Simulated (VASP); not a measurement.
A run of VASP 6.6.1 is set up as follows.

File INCAR:

```
SYSTEM = SiS2
  ALGO = Normal
  EDIFF = 1E-8
  ENCUT = 440
  GGA_COMPAT = .False.
  ISIF = 2
  ISMEAR = 0
  KPAR = 4
  LASPH = .True.
  LCALCEPS = .True.
  LCHARG = .False.
  LMIXTAU = .True.
  LREAL = .False.
  LWAVE = .False.
  METAGGA = R2SCAN
  NELM = 120
  PREC = Accurate
  SIGMA = 0.01
```

KPOINTS

```
k-points
0
Gamma
  6 6 6
  0 0 0
```

POSCAR

```
SiS2
1.0
   -2.7433936244      4.8180836088      2.7616521808
    2.7433936244     -4.8180836088      2.7616521808
    2.7433936244      4.8180836088     -2.7616521808
Si S
2 4
Direct
    0.7500000000      0.7500000000      0.0000000000
    0.2500000000      0.2500000000      0.0000000000
    0.1177771225      0.2122163257      0.3299934483
    0.8822228775      0.7877836743      0.6700065517
    0.6177771225      0.2877836743      0.9055607968
    0.3822228775      0.7122163257      0.0944392032
```

Potentials or basis: VASP PAW PBE potentials, release 64 (Si, S).

Run with:

```sh
$ cat potpaw_PBE.64/Si/POTCAR potpaw_PBE.64/S/POTCAR > POTCAR
$ mpirun -np 4 vasp_std > vasp.out
```

(1) Predict the electronic dielectric tensor (diagonal).

(2) Estimate the Born charges (mean of the diagonal).

(3) What does it give for the band gap on the k mesh?

## Answers

(1) 3.39, 3.54, 4.82.

(2) Si +2.40; S -1.20 e.

(3) 3.19 eV (least direct gap 3.49 eV).
